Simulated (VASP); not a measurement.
# Au (a cell with a defect) in VASP: single point with PBE

Aim: the single point of Au (a cell with a defect) with PBE.

All numbers are computed with VASP 6.6.1; they aren't measurements. Logs are shortened: lines on timing, memory, paths and dates and some standing lists are left out, and cuts for length are marked.

## Step 1: The cell of the first run

The cell holds a defect, 15 atoms: a = 7.202 Å, b = 7.202 Å, c = 7.202 Å, α = 109.47°, β = 109.47°, γ = 109.47°.

## Step 2: Single point, PBE

INCAR

```
PREC     = Accurate       # precision mode
ENCUT    = 520            # plane-wave cutoff, eV
EDIFF    = 1E-7           # SCF threshold, eV
ISMEAR   = 0              # smearing method
SIGMA    = 0.1            # smearing width, eV
LREAL    = Auto         
LASPH    = True           # aspherical terms in the spheres
NELM     = 60             # most SCF steps
ALGO     = Normal         # electronic algorithm
ISIF     = 2              # what is computed and relaxed
LWAVE    = False          # write WAVECAR
LCHARG   = False          # write CHGCAR
GGA      = PE             # functional
NBANDS   = 96             # bands
```

KPOINTS

```
Automatic mesh
0
Gamma
  5 5 5
```

POSCAR

```
Au
1.0
   -4.1578961662      4.1578961662     -4.1578961662
    4.1578961662      4.1578961662      4.1578961662
    4.1578961662     -4.1578961662     -4.1578961662
Au
15
Direct
    0.0038512044      0.2461487956      0.7500000000
    0.4961487956      0.0000000000      0.5038512044
    0.7500000000      0.5000000000      0.7500000000
    0.2500000000      0.2461487956      0.5038512044
    0.4961487956      0.7538512044      0.7500000000
    0.0038512044      0.5077024089      0.5038512044
    0.7500000000      0.0000000000      0.2500000000
    0.4961487956      0.2461487956      0.2422975911
    0.7577024089      0.7538512044      0.5038512044
    0.0038512044      0.0000000000     -0.0038512044
    0.2500000000      0.5000000000      0.2500000000
    0.0038512044      0.7538512044      0.2577024089
    0.7422975911      0.2461487956     -0.0038512044
    0.4961487956      0.4922975911     -0.0038512044
    0.2500000000      0.7538512044     -0.0038512044
```

Potentials or basis: VASP PAW PBE potentials, release 64 (Au).

The run is started by

```sh
$ cat potpaw_PBE.64/Au/POTCAR > POTCAR
$ mpirun -np 1 vasp_std > vasp.out
```

OUTCAR:

```text
PREC = Accurate
   ENCUT = 520
   EDIFF = 1E-7
   ISMEAR = 0
   LREAL = Auto
   LASPH = True
   NELM = 60
   ISIF = 2
   GGA = PE

 ion  position               nearest neighbor table
   1  0.004  0.246  0.750-   9 2.89  14 2.89  10 2.89   4 2.89  11 2.94   7 2.94   3 2.99  15 2.99
                             2 2.99   6 2.99  13 2.99
   2  0.496  0.000  0.504-  12 2.89   5 2.89   4 2.89  13 2.89   3 2.94  11 2.94   7 2.99   1 2.99
                            15 2.99   8 2.99   9 2.99
   3  0.750  0.500  0.750-  10 2.94  15 2.94   2 2.94   4 2.94  14 2.94   9 2.94   6 2.94  13 2.94
                             1 2.99   5 2.99  12 2.99   8 2.99
   4  0.250  0.246  0.504-  12 2.89   2 2.89   1 2.89  14 2.89   3 2.94   7 2.94  11 2.99   5 2.99
                            10 2.99   6 2.99   8 2.99
   5  0.496  0.754  0.750-   6 2.89  13 2.89   2 2.89  15 2.89   7 2.94  11 2.94   3 2.99  10 2.99
                             4 2.99  14 2.99   9 2.99
   6  0.004  0.508  0.504-   9 2.89  12 2.89   5 2.89  15 2.89   3 2.94  11 2.94   7 2.99   8 2.99
                            13 2.99   1 2.99   4 2.99
   7  0.750  0.000  0.250-   4 2.94  15 2.94   5 2.94   1 2.94  12 2.94  13 2.94   8 2.94   9 2.94
                             2 2.99  10 2.99  14 2.99   6 2.99
   8  0.496  0.246  0.242-  13 2.89  14 2.89  10 2.89  15 2.89  11 2.94   7 2.94   3 2.99   9 2.99
                             6 2.99   2 2.99   4 2.99
   9  0.758  0.754  0.504-   6 2.89  12 2.89   1 2.89  10 2.89   3 2.94   7 2.94  11 2.99   8 2.99
                            14 2.99   2 2.99   5 2.99
  10  0.004  0.000  0.996-   8 2.89   1 2.89   9 2.89  15 2.89  11 2.94   3 2.94   7 2.99   5 2.99
                             4 2.99  13 2.99  12 2.99
  11  0.250  0.500  0.250-   2 2.94  10 2.94   1 2.94   5 2.94  12 2.94  14 2.94   6 2.94   8 2.94
                             4 2.99  15 2.99   9 2.99  13 2.99
  12  0.004  0.754  0.258-   6 2.89   9 2.89   2 2.89   4 2.89   7 2.94  11 2.94   3 2.99  13 2.99
                            14 2.99  10 2.99  15 2.99
  13  0.742  0.246  0.996-   8 2.89  14 2.89   5 2.89   2 2.89   3 2.94   7 2.94  11 2.99  12 2.99
                             6 2.99  10 2.99   1 2.99
  14  0.496  0.492  0.996-   8 2.89  13 2.89   1 2.89   4 2.89  11 2.94   3 2.94   7 2.99  12 2.99
                             9 2.99   5 2.99  15 2.99
  15  0.250  0.754  0.996-   8 2.89   6 2.89   5 2.89  10 2.89   7 2.94   3 2.94  11 2.99   1 2.99
                             2 2.99  14 2.99  12 2.99

  LATTYP: Found a body centered cubic cell.
 ALAT       =     8.3157923324

  Lattice vectors:

 A1 = (  -4.1578961662,   4.1578961662,  -4.1578961662)
 A2 = (   4.1578961662,   4.1578961662,   4.1578961662)
 A3 = (   4.1578961662,  -4.1578961662,  -4.1578961662)

Analysis of symmetry for initial positions (statically):
=====================================================================
 Subroutine PRICEL returns:
 Original cell was already a primitive cell.

[... 158 lines left out ...]
   LORBIT       =      0    0 simple, 1 ext, 2 COOP (PROOUT), +10 PAW based schemes
   GGA     = PE    functional components
   LHFCALC =     F    Hartree Fock is set to
   AEXX    =    0.0000 exact exchange contribution
   IVDW    =     0    specifies the selected vdW correction
   LEPSILON=     F    determine dielectric tensor
   LRPA    =     F    only Hartree local field effects (RPA)
 non-spin polarized calculation
 Gauss-broadening in eV      SIGMA  =   0.10
  energy-cutoff  :      520.00
  volume of cell :      287.53
 maximum number of plane-waves:      7803
 NGX is ok and might be reduce to    54
   NGX = 27   NGY = 27   NGZ = 27

 number of electron     165.0000002 magnetization

 Free energy of the ion-electron system (eV)
  ---------------------------------------------------
  ext. energy  EPLUGINS =         0.00000000
  ---------------------------------------------------
  free energy    TOTEN  =       -47.83165080 eV

  energy without entropy =      -47.80507964  energy(sigma->0) =      -47.81836522

 E-fermi :   7.6362     XC(G=0): -11.9491

 val. band max:        7.6204695050   @ k =  -0.2000   0.2000   0.2000
 cond. band min:       7.6519306184   @ k =   0.4000   0.0000   0.0000
 fundamental gap:      0.0314611134
 Fermi energy:         7.6361647455

 k-point     1 :       0.0000    0.0000    0.0000
  band No.  band energies     occupation
      1      -1.2112      2.00000
      2       1.2273      2.00000
      3       1.4982      2.00000
      4       1.4982      2.00000
      5       1.6055      2.00000
      6       1.6055      2.00000
[... 959 lines left out ...]
     93      11.9606      0.00000
     94      12.4170      0.00000
 [bands above 94 left out]

------------------------ aborting loop because EDIFF is reached ----------------------------------------

  FORCE on cell =-STRESS in cart. coord.  units (eV):
  Direction    XX          YY          ZZ          XY          YZ          ZX
  --------------------------------------------------------------------------------------
  -------------------------------------------------------------------------------------
  Total       -6.1211689     -6.1211689     -6.1211689     -0.0000000     -0.0000000      0.0000000
  in kB      -34.1086108    -34.1086108    -34.1086108     -0.0000000     -0.0000000      0.0000000
  external PRESSURE =     -34.1086108 kB  Pullay stress =       0.0000000 kB

 VOLUME and BASIS-vectors are now :
 -----------------------------------------------------------------------------
  energy-cutoff  :      520.00
  volume of cell :      287.53
      direct lattice vectors                 reciprocal lattice vectors
    -4.157896166  4.157896166 -4.157896166     0.000000000  0.120253123 -0.120253123
     4.157896166  4.157896166  4.157896166     0.120253123  0.120253123  0.000000000
     4.157896166 -4.157896166 -4.157896166     0.120253123  0.000000000 -0.120253123

 POSITION                                       TOTAL-FORCE (eV/Angst)
 -----------------------------------------------------------------------------------
      4.12587     -2.07895     -2.11097        -0.003514     -0.000000     -0.003514
      0.03203     -0.03203     -4.15790         0.003514     -0.003514      0.000000
      2.07895      2.07895     -4.15790         0.000000     -0.000000      0.000000
      2.07895     -0.03203     -2.11097         0.000000     -0.003514     -0.003514
      4.18992      2.07895     -2.04692         0.003514     -0.000000      0.003514
      4.18992      0.03203      0.00000         0.003514      0.003514      0.000000
     -2.07895      2.07895     -4.15790         0.000000     -0.000000      0.000000
     -0.03203      2.07895     -2.04692        -0.003514     -0.000000      0.003514
      2.07895      4.18992     -2.11097         0.000000      0.003514     -0.003514
      4.12587     -4.12587     -4.15790        -0.003514      0.003514      0.000000
      2.07895      2.07895      0.00000         0.000000     -0.000000      0.000000
      4.18992      2.07895      2.04692         0.003514     -0.000000     -0.003514
      2.07895     -0.03203     -6.20482         0.000000     -0.003514      0.003514
      4.12587     -0.03203     -4.15790        -0.003514     -0.003514      0.000000
      6.23684      0.03203     -2.04692         0.000000      0.003514      0.003514
 -----------------------------------------------------------------------------------
    total drift:                                0.000001     -0.000001      0.000000

  FREE ENERGIE OF THE ION-ELECTRON SYSTEM (eV)
  ---------------------------------------------------
  free  energy   TOTEN  =       -47.8316508001 eV

  energy  without entropy=      -47.8050796421  energy(sigma->0) =      -47.81836522
```

OSZICAR:

```text
N       E                     dE             d eps       ncg     rms          rms(c)
DAV:   1     0.114945657332E+04    0.11495E+04   -0.84314E+04  1920   0.165E+03
DAV:   2    -0.632181822059E+01   -0.11558E+04   -0.11053E+04  2040   0.364E+02
DAV:   3    -0.509613401682E+02   -0.44640E+02   -0.43209E+02  2128   0.639E+01
DAV:   4    -0.517926700416E+02   -0.83133E+00   -0.82742E+00  2104   0.869E+00
DAV:   5    -0.518085512498E+02   -0.15881E-01   -0.15878E-01  2080   0.123E+00    0.279E+01
DAV:   6    -0.480444988278E+02    0.37641E+01   -0.11127E+01  2040   0.129E+01    0.188E+01
DAV:   7    -0.478567325460E+02    0.18777E+00   -0.91841E-01  2072   0.362E+00    0.893E+00
DAV:   8    -0.478343090168E+02    0.22424E-01   -0.91362E-02  2024   0.176E+00    0.836E-01
DAV:   9    -0.478314756188E+02    0.28334E-02   -0.98368E-03  2064   0.845E-01    0.226E-01
DAV:  10    -0.478316047396E+02   -0.12912E-03   -0.13389E-03  2040   0.160E-01    0.928E-02
DAV:  11    -0.478316397378E+02   -0.34998E-04   -0.21177E-04  2056   0.108E-01    0.410E-02
DAV:  12    -0.478316516340E+02   -0.11896E-04   -0.24525E-05  2040   0.384E-02    0.577E-03
DAV:  13    -0.478316508769E+02    0.75709E-06   -0.14582E-06  2112   0.780E-03    0.196E-03
DAV:  14    -0.478316508001E+02    0.76834E-07   -0.31621E-07  1728   0.256E-03
   1 F= -.47831651E+02 E0= -.47818365E+02  d E =-.265712E-01
```

It took 8.6 min on 1 thread of Intel Xeon Platinum 8488C (Sapphire Rapids), shared host; peak memory 0.49 GiB.

What came out:

```yaml
Free_energy: -47.8317 eV
Pressure: -3.4 GPa
Largest_force: 0.005 eV/Å
```

Forces on the atoms (eV/Å):
```
Au  -0.004  0.000 -0.004
Au   0.004 -0.004  0.000
Au   0.000  0.000  0.000
Au   0.000 -0.004 -0.004
Au   0.004  0.000  0.004
Au   0.004  0.004  0.000
Au   0.000  0.000  0.000
Au  -0.004  0.000  0.004
Au   0.000  0.004 -0.004
Au  -0.004  0.004  0.000
Au   0.000  0.000  0.000
Au   0.004  0.000 -0.004
Au   0.000 -0.004  0.004
Au  -0.004 -0.004  0.000
Au   0.000  0.004  0.004
```

Caveat: spin-orbit coupling is left out, which moves the levels of the heavy elements.
